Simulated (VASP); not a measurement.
Crystal: Mo.

```
Mo
1.0
    -1.58381    1.58381    1.58381
     1.58381   -1.58381    1.58381
     1.58381    1.58381   -1.58381
Mo
1
Direct
  0.00000 0.00000 0.00000
```

- Program: VASP 6.6.1
- Task: relaxation of cell and atoms
- Functional: PBEsol-based global hybrid with 25 % exact exchange
- Potentials or basis: VASP PAW PBE potentials, release 64 (Mo_sv)
- Cutoff: 600 eV
- k mesh: 6 × 6 × 6
- Occupations: fermi-dirac, width 0.05 eV
- Spin: no spin polarisation

At the start: pressure -14.4 GPa; volume 15.89 Å³/atom.

How do energy, volume and symmetry change on relaxing?

Over 5 steps the energy falls by 37.5 meV/atom and the volume is 15.09 Å³/atom (-5.0 %); space group Im-3m (No. 229, to 0.1 Å) before and after.

The path:
```tsv
step	energy change (eV)	largest force (eV/Å)	pressure (GPa)	volume (Å³)
1	0.0000	0.0000	-14.39	15.89
2	0.4038	0.0000	71.68	12.83
3	-0.0373	0.0000	-1.09	15.15
4	-0.0375	0.0000	-0.28	15.11
5	-0.0375	0.0000	0.05	15.09
```

Final structure:
```
Mo
1.0
    -1.55684    1.55684    1.55684
     1.55684   -1.55684    1.55684
     1.55684    1.55684   -1.55684
Mo
1
Direct
  0.00000 0.00000 0.00000
```

Caveat: the k points lie up to 0.48 Å⁻¹ apart in the final cell, too coarse for converged energies and pressures of a metal; the PAW data sets were made with another functional, which shifts forces and pressure a little.
